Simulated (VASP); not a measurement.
Here is a VASP 6.6.1 calculation.

File INCAR:

```
SYSTEM = MgO
PREC = Accurate
ENCUT = 600
EDIFF = 1E-6
ISMEAR = 0
SIGMA = 0.02
LREAL = .FALSE.
LASPH = .TRUE.
NELM = 120
ALGO = Normal
ISIF = 2
LWAVE = .FALSE.
LCHARG = .FALSE.
GGA = PS
NBANDS = 11
GGA_COMPAT = .FALSE.
```

Contents of KPOINTS:

```
Automatic mesh
0
G
  10 10 10
  0 0 0
```

Contents of POSCAR:

```
MgO
1.0
    0.0000000000      2.1075221507      2.1075221507
    2.1075221507      0.0000000000      2.1075221507
    2.1075221507      2.1075221507      0.0000000000
Mg O
1 1
Direct
    0.0000000000      0.0000000000      0.0000000000
    0.5000000000      0.5000000000      0.5000000000
```

Potentials or basis: VASP PAW PBE potentials, release 64 (Mg, O).

The run is started by

```sh
$ cat potpaw_PBE.64/Mg/POTCAR potpaw_PBE.64/O/POTCAR > POTCAR
$ mpirun -np 1 vasp_std > vasp.out
```

(1) Predict the band gap on the k mesh.

(2) Predict the pressure.

## Answers

(1) 4.62 eV, direct.

(2) -0.8 GPa.

Caveat: the PAW data sets were made with another functional, which shifts forces and pressure a little.
